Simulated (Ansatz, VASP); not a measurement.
## One calculation of Cu, two programs

```xyz
1
Lattice="2.1856 0.0000 0.0000 0.0000 2.1856 0.0000 0.0000 0.0000 2.1856" Properties=species:S:1:pos:R:3 pbc="T T T"
Cu    0.0000    0.0000    0.0000
```

Change from the starting cell: volume scaled by 0.75, LAPW.

Alike in both runs: task single point; functional PBE; k mesh 16 × 16 × 16; occupations fermi-dirac, width 0.05 eV; no spin polarisation.

|  | VASP | Ansatz |
| --- | --- | --- |
| version | VASP 6.6.1 | Ansatz 0.2.0 |
| potentials or method | VASP PAW PBE potentials, release 64 (Cu), cutoff 520 eV | all-electron LAPW, scalar-relativistic |

VASP gave:

- pressure (GPa): 61.0

Question: Which values does Ansatz return?

Answer: Pressure (GPa): 60.7.

Both programs put the cell under a high pressure, so it lies far from rest at this level. Ansatz ran all-electron here, and VASP with PAW potentials.

Noted on VASP's run: the cell as given lies far from equilibrium.
